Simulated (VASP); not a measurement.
Write the native input for VASP 6.6.1 that does the following.

```yaml
Task: single point
Functional: PBE
Potentials_or_basis: VASP PAW PBE potentials, release 64 (Pt, S)
Cutoff: 520 eV
k_mesh: 9 × 9 × 5
Occupations: gaussian, width 0.017 eV
Spin: no spin polarisation
Dipole_correction: no
Further_INCAR_settings: ALGO = Normal; EDIFF = 1e-07; NBANDS = 18
```

The structure of PtS2 lies in POSCAR:

```
PtS2
1.0
    3.5432000000      0.0000000000      0.0000000000
   -1.7716000000      3.0685012107      0.0000000000
    0.0000000000      0.0000000000      5.0388000000
Pt S
1 2
Direct
    0.0000000000      0.0000000000      0.0000000000
    0.6666666667      0.3333333333      0.7730000000
    0.3333333333      0.6666666667      0.2270000000
```

These files were run (other wordings do the same):

INCAR

```
  PREC = Accurate
  ENCUT = 520
  EDIFF = 1E-7
  ISMEAR = 0
  SIGMA = 0.017
  LREAL = F
  LASPH = T
  NELM = 80
  ALGO = Normal
  ISIF = 2
  LWAVE = F
  LCHARG = T
  GGA = PE
  LELF = T
  LVHAR = T
  NBANDS = 18
```

KPOINTS

```
Automatic mesh
0
Gamma
  9 9 5
```

Potentials or basis: VASP PAW PBE potentials, release 64 (Pt, S).

The run is started by

```bash
$ cat potpaw_PBE.64/Pt/POTCAR potpaw_PBE.64/S/POTCAR > POTCAR
$ mpirun -np 1 vasp_std > vasp.out
```

It gave:

```
Pressure               : 11.1 GPa
Largest force          : 1.213 eV/Å
Band gap on the k mesh : 1.03 eV, indirect (least direct gap 1.08 eV)
```

Caveat: spin-orbit coupling is left out, which moves the levels of the heavy elements; forces of over 1 eV/Å act on the atoms, so gaps and moduli don't describe the material at rest.

Wall time 50 s on 1 thread of Intel(R) Xeon(R) Platinum 8259CL CPU @ 2.50GHz (Skylake/Cascade Lake) (shared host), peak memory 0.21 GiB.
